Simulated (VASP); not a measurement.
Set up this calculation in VASP 6.6.1, as the native input.

```yaml
Task: single point
Functional: PBE
Potentials_or_basis: VASP PAW PBE potentials, release 64 (Cd, Te)
Cutoff: 500 eV
k_mesh: 4 × 4 × 4
Occupations: gaussian, width 0.02 eV
Spin: no spin polarisation
Dipole_correction: no
Further_INCAR_settings: ALGO = Normal; EDIFF = 1e-06; NBANDS = 16
```

The structure of CdTe lies in POSCAR:

```
CdTe
1.0
    0.0000000000      3.2050000000      3.2050000000
    3.2050000000      0.0000000000      3.2050000000
    3.2050000000      3.2050000000      0.0000000000
Cd Te
1 1
Direct
    0.0000000000      0.0000000000      0.0000000000
    0.2500000000      0.2500000000      0.2500000000
```

These files were run (other wordings do the same):

INCAR

```
PREC     = Accurate       # precision mode
ENCUT    = 500            # plane-wave cutoff, eV
EDIFF    = 1E-6           # SCF threshold, eV
ISMEAR   = 0              # smearing method
SIGMA    = 0.02           # smearing width, eV
LREAL    = False          # projectors in reciprocal space
LASPH    = True           # aspherical terms in the spheres
NELM     = 120            # most SCF steps
ALGO     = Normal         # electronic algorithm
ISIF     = 2              # what is computed and relaxed
LWAVE    = False          # write WAVECAR
LCHARG   = False          # write CHGCAR
GGA      = PE             # functional
NBANDS   = 16             # bands
GGA_COMPAT= False
```

KPOINTS

```
Automatic mesh
0
Gamma
  4 4 4
```

Potentials or basis: VASP PAW PBE potentials, release 64 (Cd, Te).

Launch:

```bash
$ cat potpaw_PBE.64/Cd/POTCAR potpaw_PBE.64/Te/POTCAR > POTCAR
$ mpirun -np 1 vasp_std > vasp.out
```

It gave:

The pressure is 4.6 GPa and the band gap on the k mesh is 0.86 eV.

Caveat: the k points lie up to 0.42 Å⁻¹ apart; spin-orbit coupling is left out, which moves the levels of the heavy elements.

Wall time 7.8 s on 1 thread of AMD EPYC 9R45 96-Core Processor (Zen 5), on a shared host, peak memory 0.17 GiB.
